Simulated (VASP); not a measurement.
The system is SiO.

```xyz
2
Lattice="2.8070 0.0000 0.0000 0.0000 2.8070 0.0000 0.0000 0.0000 2.8070" Properties=species:S:1:pos:R:3 pbc="T T T"
Si    0.0000    0.0000    0.0000
O     1.4035    1.4035    1.4035
```

| Quantity | Value |
| --- | --- |
| Program | VASP 6.6.1 |
| Task | relaxation of cell and atoms |
| Functional | PBEsol |
| Potentials or basis | VASP PAW PBE potentials, release 64 (Si, O) |
| Cutoff | 600 eV |
| k mesh | 9 × 9 × 9 |
| Occupations | fermi-dirac, width 0.05 eV |
| Spin | no spin polarisation |

At the start: pressure -4.9 GPa; volume 11.06 Å³/atom.

Q: How do energy, volume and symmetry change on relaxing?

A: Over 3 steps the energy falls by 6.3 meV/atom and the volume is 10.65 Å³/atom (-3.7 %); space group Pm-3m (No. 221, to 0.05 Å).

The path:
```
step  energy change (eV)  largest force (eV/Å)  pressure (GPa)  volume (Å³)
   1              0.0000                0.0000           -4.88        22.12
   2             -0.0113                0.0000            1.69        21.06
   3             -0.0126                0.0000            0.01        21.31
```

Final structure:
```yaml
crystal:
  lattice:
    - [2.77231, 0.00000, 0.00000]
    - [0.00000, 2.77231, 0.00000]
    - [0.00000, 0.00000, 2.77231]
  atoms:
    - { symbol: Si, position: [0.00000, 0.00000, 0.00000] }
    - { symbol: O, position: [0.50000, 0.50000, 0.50000] }
```

Caveat: the PAW data sets were made with another functional, which shifts forces and pressure a little.
